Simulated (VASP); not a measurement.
A run of VASP 6.6.1:

The input POSCAR:

```
Te2Pt
1.0
    4.0381770495      0.0000000000      0.0000000000
   -2.0190885248      3.4971639098      0.0000000000
    0.0000000000      0.0000000000      5.3109615756
Pt Te
1 2
Direct
    0.0000000000      0.0000000000      0.0000000000
    0.3333333333      0.6666666667      0.2568463255
    0.6666666667      0.3333333333      0.7431536745
```

File INCAR.step1:

```
SYSTEM = Te2Pt
ALGO = Normal ; EDIFF = 1E-5
ENCUT = 400 ; GGA = PE
GGA_COMPAT = .FALSE. ; ISIF = 2
ISMEAR = -1 ; LASPH = .TRUE.
LCHARG = .FALSE. ; LREAL = .FALSE.
LWAVE = .TRUE. ; NBANDS = 18
NELM = 120 ; PREC = Accurate
SIGMA = 0.02
```

The input INCAR.step2:

```
SYSTEM = Te2Pt
AEXX = 0.2 ; ALGO = Normal
EDIFF = 1E-6 ; ENCUT = 400
GGA = PE ; GGA_COMPAT = .FALSE.
HFSCREEN = 0.5 ; ISIF = 2
ISMEAR = -1 ; ISTART = 1
LASPH = .TRUE. ; LCHARG = .FALSE.
LHFCALC = .TRUE. ; LREAL = .FALSE.
LWAVE = .FALSE. ; NBANDS = 18
NELM = 120 ; PREC = Accurate
PRECFOCK = Normal ; SIGMA = 0.02
```

KPOINTS

```
k-points
0
G
  6 6 2
  0 0 0
```

Potentials or basis: VASP PAW PBE potentials, release 64 (Pt, Te).

Launch:

```bash
$ cat potpaw_PBE.64/Pt/POTCAR potpaw_PBE.64/Te/POTCAR > POTCAR
$ cp INCAR.step1 INCAR
$ mpirun -np 1 vasp_std > vasp.out
$ cp INCAR.step2 INCAR
$ mpirun -np 1 vasp_std > vasp.out
```

Hardware: 1 thread of AMD EPYC 7R43 64-Core Processor (Zen 3) (shared host).

Question: How long does it take, and how much memory?

Answer: Run time: 18 min on 1 thread of AMD EPYC 7R43 64-Core Processor (Zen 3), with other jobs on the host, peak memory 0.25 GiB. Counts: k points 14.
